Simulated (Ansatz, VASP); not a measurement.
**One calculation of Si, two programs**

```xyz
2
Lattice="2.7006 0.0000 0.0000 -1.3503 2.3388 0.0000 0.0000 0.0000 4.5547" Properties=species:S:1:pos:R:3 pbc="T T T"
Si    0.0000    1.5592    1.1387
Si    1.3503    0.7796    3.4160
```

Alike in both runs: functional PBE; k mesh 13 × 13 × 7; no spin polarisation.

Ansatz relaxed the structure, and its values are those at the end. VASP's run is a single point on that final structure, the one shown.

```csv
,VASP,Ansatz
version,VASP 6.6.1,Ansatz 0.2.0
potentials or method,"VASP PAW PBE potentials, release 64 (Si), cutoff 520 eV","plane waves, PAW"
occupations,"fermi-dirac, width 0.1 eV",fermi-dirac
valence electrons in the cell,8,8
```

|  | VASP | Ansatz | Ansatz less VASP |
| --- | --- | --- | --- |
| pressure (GPa) | 0.0 | 0.0 | +0.03 |
